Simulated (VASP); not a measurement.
## ZnS: single point with r2SCAN

The system is ZnS.

```xyz
2
Lattice="0.0155 2.6941 2.6941 2.6941 0.0155 2.6941 2.7096 2.7096 0.0000" Properties=species:S:1:pos:R:3 pbc="T T T"
Zn    0.0000    0.0000    0.0056
S     1.3548    1.3548    1.3415
```

This cell differs from its parent crystal: shear xy strain +1.1%.

```
Program             : VASP 6.6.1
Task                : single point
Functional          : r2SCAN
Potentials or basis : VASP PAW PBE potentials, release 64 (Zn, S)
Cutoff              : 520 eV
k mesh              : 8 × 8 × 8
Occupations         : gaussian, width 0.01 eV
Spin                : no spin polarisation
```

The pressure is 0.1 GPa and the largest force is 0.004 eV/Å. The band gap on the k mesh is 2.68 eV, direct.

Forces on the atoms (eV/Å):
```
Zn   0.000  0.000  0.004
S    0.000  0.000 -0.004
```

Stress tensor (GPa, compression positive):
```
 0.07 -0.58  0.00
-0.58  0.07  0.00
 0.00  0.00  0.06
```

Levels at points of the mesh, in eV from the valence-band top:
```tsv
k point	band 6	band 7	band 8	band 9	band 10	band 11	band 12	band 13
(0.00, 0.00, 0.00)	-6.01	-0.06	-0.03	0.00	2.68	6.79	6.87	6.94
(0.50, 0.00, 0.00)	-5.80	-5.47	-0.97	-0.93	3.75	7.31	7.34	9.43
(0.50, 0.50, 0.00)	-5.79	-4.68	-2.41	-2.28	3.66	4.46	11.80	12.85
(0.00, 0.00, 0.50)	-5.82	-5.50	-0.93	-0.89	3.85	7.38	7.41	9.41
(0.50, 0.00, 0.50)	-5.79	-4.68	-2.35	-2.35	3.68	4.45	11.79	12.85
```

Run time: 96 s on 1 thread of Intel(R) Xeon(R) 6975P-C (Granite Rapids), on a shared host, peak memory 0.2 GiB.

Caveat: the cell differs from its parent crystal (shear xy strain +1.1%); the PAW data sets were made with another functional, which shifts forces and pressure a little.
